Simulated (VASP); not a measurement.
# GaN (rocksalt type) (Fm-3m) in VASP: notebook

GaN (rocksalt type) is run at these levels: PBEsol, r2SCAN; tasks: single point.

All numbers are computed with VASP 6.6.1; they aren't measurements. Logs are shortened: lines on timing, memory, paths and dates and some standing lists are left out, and cuts for length are marked.

## 1. The cell of the first run

Symmetry: Fm-3m, No. 225, cubic system. The conventional cell has a = 4.220 Å, b = 4.220 Å, c = 4.220 Å, α = 90.00°, β = 90.00°, γ = 90.00°. Within 2.8 Å of Ga (site symmetry m-3m) lie 6 N at 2.11 Å. Within 2.8 Å of N (site symmetry m-3m) lie 6 Ga at 2.11 Å.

## 2. Single point, PBEsol

INCAR

```
SYSTEM = GaN
PREC = Accurate
ENCUT = 600
EDIFF = 1E-6
ISMEAR = -1
SIGMA = 0.05
LREAL = .False.
LASPH = .True.
NELM = 120
ALGO = Normal
ISIF = 2
LWAVE = .False.
LCHARG = .False.
GGA = PS
NBANDS = 16
GGA_COMPAT = .False.
```

KPOINTS

```
regular mesh
0
Gamma
  17 17 17
  0 0 0
```

POSCAR

```
GaN
1.0
    0.0000000000      2.1097702465      2.1097702465
    2.1097702465      0.0000000000      2.1097702465
    2.1097702465      2.1097702465      0.0000000000
Ga N
1 1
Direct
    0.0000000000      0.0000000000      0.0000000000
    0.5000000000      0.5000000000      0.5000000000
```

Potentials or basis: VASP PAW PBE potentials, release 64 (Ga_d, N).

Launch:

```console
$ cat potpaw_PBE.64/Ga_d/POTCAR potpaw_PBE.64/N/POTCAR > POTCAR
$ mpirun -np 1 vasp_std > vasp.out
```

OUTCAR:

```text
SYSTEM = GaN
   PREC = Accurate
   ENCUT = 600
   EDIFF = 1E-6
   ISMEAR = -1
   LREAL = .False.
   LASPH = .True.
   NELM = 120
   ISIF = 2
   GGA = PS

 ion  position               nearest neighbor table
   1  0.000  0.000  0.000-   2 2.11   2 2.11   2 2.11   2 2.11   2 2.11   2 2.11
   2  0.500  0.500  0.500-   1 2.11   1 2.11   1 2.11   1 2.11   1 2.11   1 2.11

  LATTYP: Found a face centered cubic cell.
 ALAT       =     4.2195404930

  Lattice vectors:

 A1 = (   0.0000000000,   2.1097702465,   2.1097702465)
 A2 = (   2.1097702465,   0.0000000000,   2.1097702465)
 A3 = (   2.1097702465,   2.1097702465,   0.0000000000)

Analysis of symmetry for initial positions (statically):
=====================================================================
 Subroutine PRICEL returns:
 Original cell was already a primitive cell.

 Routine SETGRP: Setting up the symmetry group for a
 face centered cubic supercell.

 Subroutine GETGRP returns: Found 48 space group operations
 (whereof 48 operations were pure point group operations)
 out of a pool of 48 trial point group operations.

The static configuration has the point symmetry O_h .

Analysis of symmetry for dynamics (positions and initial velocities):
=====================================================================
 Subroutine PRICEL returns:
 Original cell was already a primitive cell.

 Routine SETGRP: Setting up the symmetry group for a
 face centered cubic supercell.

 Subroutine GETGRP returns: Found 48 space group operations
 (whereof 48 operations were pure point group operations)
 out of a pool of 48 trial point group operations.

The dynamic configuration has the point symmetry O_h .

 Subroutine INISYM returns: Found 48 space group operations
 (whereof 48 operations are pure point group operations),
 and found     1 'primitive' translations

----------------------------------------------------------------------------------------

                                     Primitive cell

  volume of cell :      18.7817

  direct lattice vectors                    reciprocal lattice vectors
     0.000000000  2.109770247  2.109770247    -0.236992630  0.236992630  0.236992630
     2.109770247  0.000000000  2.109770247     0.236992630 -0.236992630  0.236992630
     2.109770247  2.109770247  0.000000000     0.236992630  0.236992630 -0.236992630

  length of vectors
     2.983665696  2.983665696  2.983665696     0.410483277  0.410483277  0.410483277

  position of ions in fractional coordinates (direct lattice)
     0.000000000  0.000000000  0.000000000
     0.500000000  0.500000000  0.500000000

  ion indices of the primitive-cell ions
   primitive index   ion index
                 1           1
                 2           2

----------------------------------------------------------------------------------------

 KPOINTS: regular mesh

Automatic generation of k-mesh.
 Grid dimensions read from file:
 generate k-points for:   17   17   17

 Generating k-lattice:

  Cartesian coordinates                     Fractional coordinates (reciprocal lattice)
    -0.013940743  0.013940743  0.013940743     0.058823529  0.000000000  0.000000000
     0.013940743 -0.013940743  0.013940743     0.000000000  0.058823529  0.000000000
     0.013940743  0.013940743 -0.013940743     0.000000000  0.000000000  0.058823529

  Length of vectors
     0.024146075  0.024146075  0.024146075

  Shift w.r.t. Gamma in fractional coordinates (k-lattice)
     0.000000000  0.000000000  0.000000000

 Subroutine IBZKPT returns following result:
 ===========================================

 Found    165 irreducible k-points:

 Following reciprocal coordinates:
            Coordinates               Weight
  0.000000  0.000000  0.000000      1.000000
  0.058824  0.000000  0.000000      8.000000
  0.117647  0.000000  0.000000      8.000000
  0.176471  0.000000  0.000000      8.000000
  0.235294  0.000000  0.000000      8.000000
  0.294118  0.000000  0.000000      8.000000
[... 16 lines left out ...]
 -0.176471  0.058824  0.000000     24.000000
 -0.117647  0.058824  0.000000     24.000000
 [... further k-points ...]
   k-points           NKPTS =    165   k-points in BZ     NKDIM =    165   number of bands    NBANDS=     16
   number of dos      NEDOS =    301   number of ions     NIONS =      2
   total plane-waves  NPLWV =  13824
   dimension x,y,z NGX =    24 NGY =   24 NGZ =   24
   dimension x,y,z NGXF=    48 NGYF=   48 NGZF=   48
   ions per type =               1   1
   NGX,Y,Z   is equivalent  to a cutoff of  13.37, 13.37, 13.37 a.u.
   NGXF,Y,Z  is equivalent  to a cutoff of  26.74, 26.74, 26.74 a.u.
 SYSTEM =  GaN
   PREC   = accura    normal or accurate (medium, high low for compatibility)
   ISTART =      0    job   : 0-new  1-cont  2-samecut
   ICHARG =      2    charge: 1-file 2-atom 10-const
   ISPIN  =      1    spin polarized calculation?
   LNONCOLLINEAR =      F non collinear calculations
   LSORBIT =      F    spin-orbit coupling
   LASPH  =      T    aspherical Exc in radial PAW
   ENCUT  =  600.0 eV  44.10 Ry    6.64 a.u.   5.96  5.96  5.96*2*pi/ulx,y,z
   NELM   =    120;   NELMIN=  2; NELMDL= -5     # of ELM steps
   EDIFF  = 0.1E-05   stopping-criterion for ELM
   LREAL  =      F    real-space projection
   EDIFFG = 0.1E-04   stopping-criterion for IOM
   NSW    =      0    number of steps for IOM
   IBRION =     -1    ionic relax: 0-MD 1-quasi-New 2-CG
   NFREE  =      0    steps in history (QN), initial steepest desc. (CG)
   ISIF   =      2    stress and relaxation
   ISYM   =      2    0-nonsym 1-usesym 2-fastsym
   POTIM  = 0.5000    time-step for ionic-motion
   TEBEG  =    0.0;   TEEND  =   0.0 temperature during run
   PSTRESS=    0.0 pullay stress
   NELECT =      18.0000    total number of electrons
   NUPDOWN=      -1.0000    fix difference up-down
   EMIN   =  10.00;   EMAX   =-10.00  energy-range for DOS
   EFERMI =   0.00;   METHOD = LEGACY
   ISMEAR =    -1;   SIGMA  =   0.05  broadening in eV -4-tet -1-fermi 0-gaus
   EFERMI_NEDOS =   21; number of points for ismear=-14 and -15
   IALGO  =     38    algorithm
   IMIX   =      4    mixing-type and parameters
     AMIX     =   0.40;   BMIX     =  1.00
     AMIX_MAG =   1.60;   BMIX_MAG =  1.00
  volume/ion in A,a.u.               =       9.39        63.37
  Fermi-wavevector in a.u.,A,eV,Ry     =   1.614063  3.050137 35.445893  2.605200
  Thomas-Fermi vector in A             =   2.709032
   LORBIT       =      0    0 simple, 1 ext, 2 COOP (PROOUT), +10 PAW based schemes
   GGA     = PS    functional components
   LHFCALC =     F    Hartree Fock is set to
   AEXX    =    0.0000 exact exchange contribution
   IVDW    =     0    specifies the selected vdW correction
   LEPSILON=     F    determine dielectric tensor
   LRPA    =     F    only Hartree local field effects (RPA)
 non-spin polarized calculation
  energy-cutoff  :      600.00
  volume of cell :       18.78
 maximum number of plane-waves:       638
   NGX = 11   NGY = 11   NGZ = 11

 number of electron      18.0000008 magnetization

 Free energy of the ion-electron system (eV)
  ---------------------------------------------------
  ext. energy  EPLUGINS =         0.00000000
  ---------------------------------------------------
  free energy    TOTEN  =       -12.26190093 eV

  energy without entropy =      -12.26188603  energy(sigma->0) =      -12.26189348

 E-fermi :   8.2009     XC(G=0): -13.3082

 val. band max:        7.8478619691   @ k =  -0.1765   0.1765   0.0000
 cond. band min:       8.4427901453   @ k =   0.4706   0.4706   0.0000
 fundamental gap:      0.5949281762
 Fermi energy:         8.2009330411

 k-point     1 :       0.0000    0.0000    0.0000
  band No.  band energies     occupation
      1      -9.5331      2.00000
      2      -6.0956      2.00000
      3      -6.0956      2.00000
      4      -6.0956      2.00000
      5      -5.9977      2.00000
      6      -5.9977      2.00000
[... 8 lines left out ...]
     15      23.6219      0.00000
     16      23.6219      0.00000

 k-point     2 :       0.0588    0.0000    0.0000
  band No.  band energies     occupation
      1      -9.4645      2.00000
      2      -6.0986      2.00000
      3      -6.0913      2.00000
      4      -6.0913      2.00000
      5      -6.0033      2.00000
      6      -6.0033      2.00000
[... 8 lines left out ...]
     15      23.5920      0.00000
     16      23.5974      0.00000

 k-point     3 :       0.1176    0.0000    0.0000
  band No.  band energies     occupation
      1      -9.2608      2.00000
      2      -6.1070      2.00000
      3      -6.0848      2.00000
      4      -6.0848      2.00000
      5      -6.0130      2.00000
      6      -6.0130      2.00000
[... 8 lines left out ...]
     15      23.8505      0.00000
     16      23.8505      0.00000

 k-point     4 :       0.1765    0.0000    0.0000
  band No.  band energies     occupation
      1      -8.9292      2.00000
      2      -6.1197      2.00000
      3      -6.0981      2.00000
      4      -6.0981      2.00000
      5      -6.0043      2.00000
      6      -6.0043      2.00000
[... 8 lines left out ...]
     15      24.4669      0.00000
     16      24.4669      0.00000
[... 324 lines left out ...]
 k-point    22 :      -0.2353    0.0588    0.0000
  band No.  band energies     occupation
      1      -8.2718      2.00000
      2      -6.1566      2.00000
      3      -6.1534      2.00000
      4      -6.1263      2.00000
      5      -5.9842      2.00000
      6      -5.9215      2.00000
[... 8 lines left out ...]
     15      24.8704      0.00000
     16      26.8116      0.00000

 k-point    23 :      -0.1765    0.0588    0.0000
  band No.  band energies     occupation
      1      -8.7407      2.00000
      2      -6.1280      2.00000
      3      -6.1106      2.00000
      4      -6.1072      2.00000
      5      -6.0211      2.00000
      6      -5.9600      2.00000
[... 8 lines left out ...]
     15      23.8987      0.00000
     16      25.8649      0.00000

 k-point    24 :      -0.1176    0.0588    0.0000
  band No.  band energies     occupation
      1      -9.1068      2.00000
      2      -6.1140      2.00000
      3      -6.0873      2.00000
      4      -6.0790      2.00000
      5      -6.0425      2.00000
      6      -5.9867      2.00000
[... 8 lines left out ...]
     15      23.9976      0.00000
     16      25.1131      0.00000

 [... further k-points ...]
[... 5 lines left out ...]
  --------------------------------------------------------------------------------------
  -------------------------------------------------------------------------------------
  Total        0.0272094      0.0272094      0.0272094     -0.0000000     -0.0000000      0.0000000
  in kB        2.3210979      2.3210979      2.3210979     -0.0000000     -0.0000000      0.0000000
  external PRESSURE =       2.3210979 kB  Pullay stress =       0.0000000 kB

 VOLUME and BASIS-vectors are now :
 -----------------------------------------------------------------------------
  energy-cutoff  :      600.00
  volume of cell :       18.78
      direct lattice vectors                 reciprocal lattice vectors
     0.000000000  2.109770247  2.109770247    -0.236992630  0.236992630  0.236992630
     2.109770247  0.000000000  2.109770247     0.236992630 -0.236992630  0.236992630
     2.109770247  2.109770247  0.000000000     0.236992630  0.236992630 -0.236992630

 POSITION                                       TOTAL-FORCE (eV/Angst)
 -----------------------------------------------------------------------------------
      0.00000      0.00000      0.00000         0.000000     -0.000000      0.000000
      2.10977      2.10977      2.10977         0.000000      0.000000     -0.000000
 -----------------------------------------------------------------------------------
    total drift:                                0.000000     -0.000000     -0.000000

  FREE ENERGIE OF THE ION-ELECTRON SYSTEM (eV)
  ---------------------------------------------------
  free  energy   TOTEN  =       -12.2619009303 eV

  energy  without entropy=      -12.2618860298  energy(sigma->0) =      -12.26189348
```

Run time: 22 s. Hardware: 1 thread of Intel Xeon Platinum 8488C (Sapphire Rapids), shared host; peak memory 0.18 GiB.

What came out:

| Item | Value |
| --- | --- |
| Free energy | -12.2619 eV |
| Pressure | 0.2 GPa |
| Band gap on the k mesh | 0.59 eV, indirect (least direct gap 2.82 eV) |

Caveat: the PAW data sets were made with another functional, which shifts forces and pressure a little. A k mesh can miss the band edges.

## 3. Single point, r2SCAN

This run uses another cell than the first one, of 5.16 Å³/atom, 0.550 times its volume.

POSCAR

```
GaN
1.0
    0.0000000000      1.7285796390      1.7285796390
    1.7285796390      0.0000000000      1.7285796390
    1.7285796390      1.7285796390      0.0000000000
Ga N
1 1
Direct
    0.0000000000      0.0000000000      0.0000000000
    0.5000000000      0.5000000000      0.5000000000
```

INCAR.step1

```
PREC = Accurate ; ENCUT = 660
ISMEAR = -1 ; SIGMA = 0.05
LREAL = F ; LASPH = T
NELM = 120 ; NBANDS = 16
GGA = PE ; ALGO = Normal
EDIFF = 1E-5 ; LWAVE = T
LCHARG = F ; GGA_COMPAT = F
```

INCAR.step2

```
PREC = Accurate ; ENCUT = 660
EDIFF = 1E-6 ; ISMEAR = -1
SIGMA = 0.05 ; LREAL = F
LASPH = T ; NELM = 120
ALGO = Normal ; ISIF = 2
LWAVE = F ; LCHARG = T
METAGGA = R2SCAN ; LMIXTAU = T
LELF = T ; LVHAR = T
NBANDS = 16 ; ISTART = 1
GGA_COMPAT = F
```

KPOINTS

```
Automatic mesh
0
Gamma
  21 21 21
```

Potentials or basis: VASP PAW PBE potentials, release 64 (Ga_d, N).

Launch:

```console
$ cat potpaw_PBE.64/Ga_d/POTCAR potpaw_PBE.64/N/POTCAR > POTCAR
$ cp INCAR.step1 INCAR
$ mpirun -np 1 vasp_std > vasp.out
$ cp INCAR.step2 INCAR
$ mpirun -np 1 vasp_std > vasp.out
```

It took 2.1 min on 1 thread of Intel Xeon Platinum 8488C (Sapphire Rapids), shared host; peak memory 0.18 GiB.

Results (log left out):

```
Free energy            : -12.5186 eV
Pressure               : 537.1 GPa
Band gap on the k mesh : 6.13 eV, indirect (least direct gap 7.61 eV)
```

Levels at points of the mesh, in eV from the valence-band top:
```tsv
k point	band 7	band 8	band 9	band 10	band 11	band 12
(0.00, 0.00, 0.00)	-2.15	-2.15	-2.15	12.11	18.51	19.62
```

Caveat: the PAW data sets were made with another functional, which shifts forces and pressure a little.
